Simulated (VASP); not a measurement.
Input of a VASP 6.6.1 run:

The input INCAR:

```
SYSTEM = BAs
PREC     = Accurate       ! precision mode
ENCUT    = 520            ! plane-wave cutoff, eV
EDIFF    = 1E-8           ! SCF threshold, eV
ISMEAR   = 0              ! smearing method
SIGMA    = 0.01           ! smearing width, eV
LREAL    = .False.        ! projectors in reciprocal space
LASPH    = .True.         ! aspherical terms in the spheres
NELM     = 80             ! most SCF steps
ALGO     = Normal         ! electronic algorithm
ISIF     = 2              ! what is computed and relaxed
LWAVE    = .False.        ! write WAVECAR
LCHARG   = .False.        ! write CHGCAR
NBANDS   = 11             ! bands
IBRION   = 8              ! ionic algorithm
NSW      = 1              ! ionic steps
LEPSILON = .True.         ! dielectric tensor by DFPT
```

The input KPOINTS:

```
Automatic mesh
0
Gamma
  10 10 10
  0 0 0
```

Contents of POSCAR:

```
BAs
1.0
    0.0000000000      2.2501114625      2.2501114625
    2.2501114625      0.0000000000      2.2501114625
    2.2501114625      2.2501114625      0.0000000000
B As
1 1
Direct
    0.0000000000      0.0000000000      0.0000000000
    0.7500000000      0.7500000000      0.7500000000
```

Potentials or basis: VASP PAW LDA potentials, release 64 (B, As).

Run with:

```bash
$ cat potpaw_LDA.64/B/POTCAR potpaw_LDA.64/As/POTCAR > POTCAR
$ mpirun -np 1 vasp_std > vasp.out
```

Problem. Predict the electronic dielectric tensor (diagonal).

Solution. 9.30.

Problem. Estimate the Born charges (mean of the diagonal).

Solution. B -1.02; As +1.02 e.

Problem. Predict the highest phonon frequency at Γ, LO-TO splitting left out.

Solution. 820 cm⁻¹.

Born effective charge tensors (e):
atom 1, B
```
-1.02  0.00  0.00
 0.00 -1.02  0.00
 0.00  0.00 -1.02
```
atom 2, As
```
1.02 0.00 0.00
0.00 1.02 0.00
0.00 0.00 1.02
```

Caveat: the cell stands under pressure or tension, which shifts response properties.
